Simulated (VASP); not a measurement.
Wanted: the native input for a VASP 6.6.1 run.

```
Task                   : single point
Functional             : LDA
Potentials or basis    : VASP PAW LDA potentials, release 64 (Ca_sv)
Cutoff                 : 520 eV
k mesh                 : 10 × 10 × 10
Occupations            : fermi-dirac, width 0.01 eV
Spin                   : no spin polarisation
Dipole correction      : no
Further INCAR settings : ALGO = Normal; EDIFF = 1e-06; NBANDS = 11
```

The structure of Ca lies in POSCAR:

```
Ca
1.0
    0.0000000000      2.6714532750      2.6714532750
    2.6714532750      0.0000000000      2.6714532750
    2.6714532750      2.6714532750      0.0000000000
Ca
1
Direct
    0.0000000000      0.0000000000      0.0000000000
```

These files were run (other wordings do the same):

INCAR

```
SYSTEM = Ca
PREC = Accurate ; ENCUT = 520
EDIFF = 1E-6 ; ISMEAR = -1
SIGMA = 0.01 ; LREAL = .FALSE.
LASPH = .TRUE. ; NELM = 60
ALGO = Normal ; ISIF = 2
LWAVE = .FALSE. ; LCHARG = .FALSE.
GGA = CA ; NBANDS = 11
```

KPOINTS

```
regular mesh
0
G
  10 10 10
  0 0 0
```

Potentials or basis: VASP PAW LDA potentials, release 64 (Ca_sv).

Run with:

```console
$ cat potpaw_LDA.64/Ca_sv/POTCAR > POTCAR
$ mpirun -np 1 vasp_std > vasp.out
```

It gave:

```
Pressure               : -0.1 GPa
Band gap on the k mesh : zero (band 5 reaches 2.26 eV, above the bottom of band 6 at 2.17 eV)
```

It took 6.6 s on 1 thread of Intel(R) Xeon(R) 6975P-C (Granite Rapids) (shared host), peak memory 0.15 GiB.
